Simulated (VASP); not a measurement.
## Hf: electric field gradients with PBE

The system is Hf.

```xyz
1
Lattice="0.0000 2.2274 2.2274 2.2274 0.0000 2.2274 2.2274 2.2274 0.0000" Properties=species:S:1:pos:R:3 pbc="T T T"
Hf    0.0000    0.0000    0.0000
```

This isn't the form of Hf at room conditions, which is hcp.

```yaml
Program: VASP 6.6.1
Task: electric field gradients
Functional: PBE
Potentials_or_basis: VASP PAW PBE potentials, release 64 (Hf_pv)
Cutoff: 400 eV
k_mesh: 13 × 13 × 13
Occupations: fermi-dirac, width 0.03 eV
Spin: no spin polarisation
Dipole_correction: no
Further_INCAR_settings: ALGO = Normal; EDIFF = 1e-08; NBANDS = 11
```

- Pressure: 1.6 GPa
- Band gap on the k mesh: zero (bands 5 and 6 overlap by 1.96 eV)
- Largest electric field gradient by atom: zero within the noise of the run

Levels at points of the mesh, in eV from the Fermi level:
```tsv
k point	band 3	band 4	band 5	band 6	band 7	band 8
(0.00, 0.00, 0.00)	-29.95	-7.23	1.43	1.43	1.43	4.26
```

Wall time 12 s on 1 thread of AMD EPYC 9R45 96-Core Processor (Zen 5) (shared host), peak memory 0.11 GiB.

Caveat: spin-orbit coupling is left out, which moves the levels of the heavy elements.
